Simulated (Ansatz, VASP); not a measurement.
Two plane-wave programs on Au

The input POSCAR:

```
Au
1.0
    1.3922358705     -2.5213891550      0.0000000000
    1.3922358705      2.5213891550      0.0000000000
    0.0000000000      0.0000000000      4.8270375896
Au
2
Direct
    0.3346720300      0.6653279700      0.2500000000
    0.6653279700      0.3346720300      0.7500000000
```

INCAR.step1

```
SYSTEM = Au
PREC = Accurate ; ENCUT = 520
ISMEAR = -1 ; SIGMA = 0.05
LREAL = .False. ; LASPH = .True.
NELM = 60 ; NBANDS = 18
GGA = PE ; ALGO = Normal
EDIFF = 1E-4 ; LWAVE = .True.
LCHARG = .False.
```

The input INCAR.step2:

```
SYSTEM = Au
PREC = Accurate ; ENCUT = 520
EDIFF = 1E-6 ; ISMEAR = -1
SIGMA = 0.05 ; LREAL = .False.
LASPH = .True. ; NELM = 60
ALGO = Normal ; ISIF = 2
LWAVE = .False. ; LCHARG = .False.
METAGGA = R2SCAN ; LMIXTAU = .True.
NBANDS = 18 ; ISTART = 1
```

File KPOINTS:

```
Automatic mesh
0
Gamma
  11 11 6
  0 0 0
```

Contents of input.yaml:

```yaml
crystal:
  lattice:
    - [1.3922358705, -2.521389155, 0.0]
    - [1.3922358705, 2.521389155, 0.0]
    - [0.0, 0.0, 4.8270375896]
  atoms:
    - { symbol: Au, position: [0.33467203, 0.66532797, 0.25] }
    - { symbol: Au, position: [0.66532797, 0.33467203, 0.75] }
hamiltonian:
  xc: r2scan
  pseudopotentials: { kind: paw }
kpoints:
  mp_grid: { grid: [11, 11, 6] }
scf:
  occupations: { method: fermi_dirac, width: 0.05 }
output:
  forces: true
  stress: true
  eigenvalues: true
```

Alike in both runs: task single point; functional r2SCAN; k mesh 11 × 11 × 6; occupations fermi-dirac, width 0.05 eV; no spin polarisation.

|  | VASP | Ansatz |
| --- | --- | --- |
| version | VASP 6.6.1 | Ansatz 0.2.0 |
| potentials or method | VASP PAW PBE potentials, release 64 (Au) | Ansatz PAW |
| plane-wave cutoff (eV) | 520 | 500 |
| valence electrons in the cell | 22 | 38 |

VASP gave:

```
gap on the k mesh at the Fermi level (eV)                     : none
pressure (GPa)                                                : 6.9
traceless stress, the component that is largest in VASP (GPa) : 3.49
rms of the force components (eV/Å)                            : 0.018
```

Question: Estimate Ansatz's values.

Answer: gap on the k mesh at the Fermi level (eV): none; pressure (GPa): 6.5; traceless stress, the component that is largest in VASP (GPa): 3.42; rms of the force components (eV/Å): 0.018.

VASP's potentials were made for PBE, not for r2SCAN. Atom by atom the forces differ by 0.000 eV/Å (rms over components). A gap of «none» marks a metal or a gap that the smearing closes. VASP's potentials hold 22 valence electrons a cell and Ansatz's 38, so a difference there can come from the potentials and not from the codes.

Spin-orbit coupling is off throughout.
